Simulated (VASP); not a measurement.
Wanted: the native input for a VASP 6.6.1 run.

```yaml
Task: single point
Functional: r2SCAN
Potentials_or_basis: VASP PAW PBE potentials, release 64 (Si, Ni)
Cutoff: 520 eV
k_mesh: 12 × 12 × 10
Occupations: gaussian, width 0.15 eV
Spin: no spin polarisation
Dipole_correction: no
Further_INCAR_settings: ALGO = Normal; EDIFF = 1e-07; NBANDS = 33
```

The system is SiNi2.

```
Si Ni
1.0
     3.86955    0.00000    0.00000
    -1.93477    3.35112    0.00000
     0.00000    0.00000    4.92681
Si Ni
2 4
Direct
  0.33333 0.66667 0.75679
  0.66667 0.33333 0.24321
  0.00000 0.00000 0.00000
  0.00000 0.00000 0.50000
  0.33333 0.66667 0.25761
  0.66667 0.33333 0.74239
```

This cell differs from its parent crystal: mode 4 (121.0 1/cm) frozen in, largest displacement +0.037 Å.

These files were run (other wordings do the same):

POSCAR

```
SiNi2
1.0
    3.8695455034      0.0000000000      0.0000000000
   -1.9347727517      3.3511247070      0.0000000000
    0.0000000000      0.0000000000      4.9268111706
Si Ni
2 4
Direct
    0.3333333333      0.6666666667      0.7567930481
    0.6666666667      0.3333333333      0.2432069519
    0.0000000000      0.0000000000      0.0000000000
    0.0000000000      0.0000000000      0.5000000000
    0.3333333333      0.6666666667      0.2576114141
    0.6666666667      0.3333333333      0.7423885859
```

INCAR.step1

```
PREC = Accurate
ENCUT = 520
ISMEAR = 0
SIGMA = 0.15
LREAL = False
LASPH = True
NELM = 80
NBANDS = 33
GGA = PE
ALGO = Normal
EDIFF = 1E-4
LWAVE = True
LCHARG = False
```

INCAR.step2

```
PREC = Accurate
ENCUT = 520
EDIFF = 1E-7
ISMEAR = 0
SIGMA = 0.15
LREAL = False
LASPH = True
NELM = 80
ALGO = Normal
ISIF = 2
LWAVE = False
LCHARG = False
METAGGA = R2SCAN
LMIXTAU = True
NBANDS = 33
ISTART = 1
```

KPOINTS

```
regular mesh
0
Gamma
  12 12 10
```

Potentials or basis: VASP PAW PBE potentials, release 64 (Si, Ni).

Launch:

```console
$ cat potpaw_PBE.64/Si/POTCAR potpaw_PBE.64/Ni/POTCAR > POTCAR
$ cp INCAR.step1 INCAR
$ mpirun -np 1 vasp_std > vasp.out
$ cp INCAR.step2 INCAR
$ mpirun -np 1 vasp_std > vasp.out
```

Results of the run:

* Pressure: 0.3 GPa
* Largest force: 0.114 eV/Å
* Band gap on the k mesh: zero (band 24 reaches 14.38 eV, above the bottom of band 25 at 10.70 eV)

Caveat: the cell differs from its parent crystal (mode 4 (121.0 1/cm) frozen in, largest displacement +0.037 Å); the PAW data sets were made with another functional, which shifts forces and pressure a little.

It took 20 min on 1 thread of AMD EPYC 9R45 96-Core Processor (Zen 5) (shared host), peak memory 0.36 GiB.
